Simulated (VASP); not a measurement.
Write the native input for VASP 6.6.1 that does the following.

- Task: single point
- Functional: PBE
- Potentials or basis: VASP PAW PBE potentials, release 64 (Ca_sv, I, Cl)
- Cutoff: 520 eV
- k mesh: 6 × 6 × 1
- Occupations: gaussian, width 0.1 eV
- Spin: no spin polarisation
- Dipole correction: yes
- Further INCAR settings: ALGO = Normal; EDIFF = 1e-06; NBANDS = 19

The structure of CaICl lies in POSCAR:

```
CaICl
1.0
    3.6865730300      0.0000000000      0.0000000000
   -1.8432865100      3.1926657200      0.0000000000
    0.0000000000      0.0000000000     18.0000000000
Ca I Cl
1 1 1
Direct
    0.0000000000      0.0000000000      0.5123333300
    0.3333333300      0.6666666700      0.4076688800
    0.3333333300      0.6666666700      0.5923311200
```

One way to write it, as run:

INCAR

```
ALGO = Normal
DIPOL = 0.5 0.5 0.504
EDIFF = 1E-6
ENCUT = 520
GGA = PE
IDIPOL = 3
ISIF = 2
ISMEAR = 0
LASPH = True
LCHARG = False
LDIPOL = True
LREAL = False
LWAVE = False
NBANDS = 19
NELM = 100
PREC = Accurate
SIGMA = 0.1
```

KPOINTS

```
k-points
0
Gamma
  6 6 1
```

Potentials or basis: VASP PAW PBE potentials, release 64 (Ca_sv, I, Cl).

Command:

```console
$ cat potpaw_PBE.64/Ca_sv/POTCAR potpaw_PBE.64/I/POTCAR potpaw_PBE.64/Cl/POTCAR > POTCAR
$ mpirun -np 1 vasp_std > vasp.out
```

It gave:

- Largest force: 2.315 eV/Å
- Band gap on the k mesh: 2.33 eV (least direct gap 3.31 eV)

Caveat: spin-orbit coupling is left out, which moves the levels of the heavy elements.

Run time: 28 s on 1 thread of AMD EPYC 9R45 96-Core Processor (Zen 5) (shared host), peak memory 0.3 GiB.
